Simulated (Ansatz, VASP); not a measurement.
**Two plane-wave programs on Ge**

```
Ge
1.0
     2.66601    0.00000    0.00000
     0.00000    2.66601    0.00000
     0.00000    0.00000    2.66601
Ge
1
Direct
  0.00000 0.00000 0.00000
```

Alike in both runs: functional PBEsol; k mesh 15 × 15 × 15; occupations fermi-dirac, width 0.1 eV; no spin polarisation.

Ansatz relaxed the structure, and its values are those at the end. VASP's run is a single point on that final structure, the one shown.

```csv
,VASP,Ansatz
version,VASP 6.6.1,Ansatz 0.2.0
potentials or method,"VASP PAW PBE potentials, release 64 (Ge_d)","PAW with Ansatz's default frozen-core files, scalar-relativistic"
plane-wave cutoff (eV),520,420
valence electrons in the cell,14,14
```

|  | VASP | Ansatz | Ansatz less VASP |
| --- | --- | --- | --- |
| pressure (GPa) | -0.1 | 0.0 | +0.06 |

VASP's potentials were made for PBE, not for PBEsol.
